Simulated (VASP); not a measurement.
## MgSi2N2: single point with PBE

The system is MgSi2N2.

```
Mg Si N
1.0
     3.40027    0.00000    0.00000
    -1.70014    2.94472    0.00000
     0.00000    0.00000    6.96134
Mg Si N
1 2 2
Direct
  0.00000 0.00000 0.00000
  0.33333 0.66667 0.39622
  0.66667 0.33333 0.60378
  0.33333 0.66667 0.16275
  0.66667 0.33333 0.83725
```

```json
{"Program": "VASP 6.6.1", "Task": "single point", "Functional": "PBE", "Potentials or basis": "VASP PAW PBE potentials, release 64 (Mg, Si, N)", "Cutoff": "520 eV", "k mesh": "6 × 6 × 4", "Occupations": "gaussian, width 0.1 eV", "Spin": "no spin polarisation"}
```

```yaml
Pressure: -0.1 GPa
Largest_force: 0.076 eV/Å
Band_gap_on_the_k_mesh: zero (band 10 reaches 6.14 eV, above the bottom of band 11 at 3.38 eV)
```

Forces on the atoms (eV/Å):
```
Mg   0.000  0.000  0.000
Si   0.000  0.000  0.076
Si   0.000  0.000 -0.076
N    0.000  0.000 -0.066
N    0.000  0.000  0.066
```

Stress tensor (GPa, compression positive):
```
-0.29  0.00  0.00
 0.00 -0.29  0.00
 0.00  0.00  0.17
```

Levels at points of the mesh, in eV from the Fermi level:
```
           k point  band 7  band 8  band 9  band 10  band 11  band 12  band 13  band 14
(0.00, 0.00, 0.00)   -0.80   -0.26   -0.26     1.91     2.91     2.91     5.57     5.90
(0.50, 0.00, 0.00)   -1.82   -1.63   -1.27    -0.70     1.01     3.00     3.94     3.94
(0.00, 0.00, 0.50)   -0.64   -0.47   -0.47     0.84     3.01     3.01     5.78     5.78
(0.50, 0.00, 0.50)   -2.33   -2.00   -1.48    -1.29     1.40     2.97     4.24     4.60
```

It took 39 s on 1 thread of AMD EPYC 7R43 64-Core Processor (Zen 3), with other jobs on the host, peak memory 0.17 GiB.
